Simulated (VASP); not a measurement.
The system is Cu.

```xyz
1
Lattice="0.0000 1.8313 1.8313 1.8313 0.0000 1.8313 1.8313 1.8313 0.0000" Properties=species:S:1:pos:R:3 pbc="T T T"
Cu    0.0000    0.0000    0.0000
```

Base run:

```yaml
Program: VASP 6.6.1
Functional: BLYP
Dispersion: D3(BJ)
Potentials_or_basis: VASP PAW PBE potentials, release 64 (Cu)
Cutoff: 600 eV
k_mesh: 13 × 13 × 13
Occupations: fermi-dirac, width 0.05 eV
Spin: no spin polarisation
```

Its results: band gap on the k mesh zero (an odd number of electrons rules out a gap without spin polarisation); pressure -12.8 GPa.

Task: The run is repeated on the same cell with these changes: functional from BLYP to PBE exchange alone; dispersion from D3(BJ) to none. What comes out?

Result: Band gap on the k mesh zero (an odd number of electrons rules out a gap without spin polarisation); pressure 16.9 GPa.

Several settings changed at once.

Caveats: the cell stands under tension (at least some runs); the PAW data sets were made with another functional, which shifts forces and pressure a little (at least some runs); the cell stands under pressure (at least some runs).
